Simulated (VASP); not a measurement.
V: single point with PBEsol

V:

```
CELL_PARAMETERS angstrom
6.04000 0.00000 0.00000
0.00000 6.04000 0.00000
0.00000 0.00000 6.04000
ATOMIC_POSITIONS crystal
V 0.02179 0.99368 0.03921
V 0.51672 0.02162 0.06637
V 0.97051 0.46051 0.06634
V 0.98722 0.00010 0.56959
V 0.23075 0.29899 0.30291
V 0.49205 0.48195 0.08290
V 0.50533 0.00646 0.55329
V 0.74555 0.25334 0.32493
V 0.00848 0.51315 0.53775
V 0.24652 0.74583 0.28492
V 0.25379 0.23651 0.80584
V 0.45770 0.52177 0.54081
V 0.75209 0.72121 0.33752
V 0.74147 0.24174 0.81399
V 0.25558 0.78270 0.79675
V 0.74142 0.74020 0.80190
```

```json
{
  "Program": "VASP 6.6.1",
  "Task": "single point",
  "Functional": "PBEsol",
  "Potentials or basis": "VASP PAW PBE potentials, release 64 (V_sv)",
  "Cutoff": "520 eV",
  "k mesh": "2 × 2 × 2",
  "Occupations": "fermi-dirac, width 0.17 eV",
  "Spin": "no spin polarisation",
  "Dipole correction": "no",
  "Further INCAR settings": "LREAL = Auto; ALGO = Normal; EDIFF = 1e-06; NBANDS = 118"
}
```

```
Pressure               : -5.8 GPa
Largest force          : 3.073 eV/Å
Band gap on the k mesh : zero (bands 104 and 105 overlap by 1.03 eV)
```

Forces in eV/Å, atoms in the order of the input:
```
V   -1.162 -0.010  0.734
V   -0.484 -1.156 -0.252
V    0.834  1.847 -0.921
V    0.576 -0.016 -0.647
V    0.572 -3.019  0.050
V    0.368  1.082 -1.524
V   -0.304  0.098  0.293
V   -0.097 -0.549 -0.252
V   -1.048 -0.481  1.655
V   -0.152  1.238  0.484
V   -0.322  1.008 -0.158
V    1.519 -0.536  1.395
V   -0.383  1.462 -1.487
V    0.100 -0.059 -0.254
V   -0.181 -1.106  0.286
V    0.166  0.199  0.597
```

Stress tensor (GPa, compression positive):
```
-5.51 -0.10 -0.25
-0.10 -5.78  0.41
-0.25  0.41 -6.07
```

Levels at points of the mesh, in eV from the Fermi level:
```csv
k point,band 102,band 103,band 104,band 105,band 106,band 107
"(0.00, 0.00, 0.00)",0.39,0.43,0.54,0.57,0.66,0.70
"(0.50, 0.00, 0.00)",-0.05,0.06,0.13,0.16,0.22,0.23
"(0.00, 0.50, 0.00)",-0.18,0.02,0.09,0.11,0.18,0.35
"(0.00, 0.00, 0.50)",-0.15,-0.01,0.07,0.12,0.15,0.23
"(0.50, 0.50, 0.00)",-0.33,-0.19,-0.13,-0.07,0.06,0.10
"(0.00, 0.50, 0.50)",-0.40,-0.36,-0.31,-0.17,-0.08,0.10
"(0.50, 0.00, 0.50)",-0.30,-0.20,-0.17,-0.15,0.04,0.05
"(0.50, 0.50, 0.50)",-0.62,-0.58,-0.53,-0.49,-0.40,-0.40
```

Run time: 15 min on 1 thread of Intel Xeon 8259CL, on a shared host, peak memory 0.4 GiB.

Caveat: the k points lie up to 0.52 Å⁻¹ apart, too coarse for converged energies and pressures of a metal; the atoms stand as in a frame of molecular dynamics; the PAW data sets were made with another functional, which shifts forces and pressure a little.
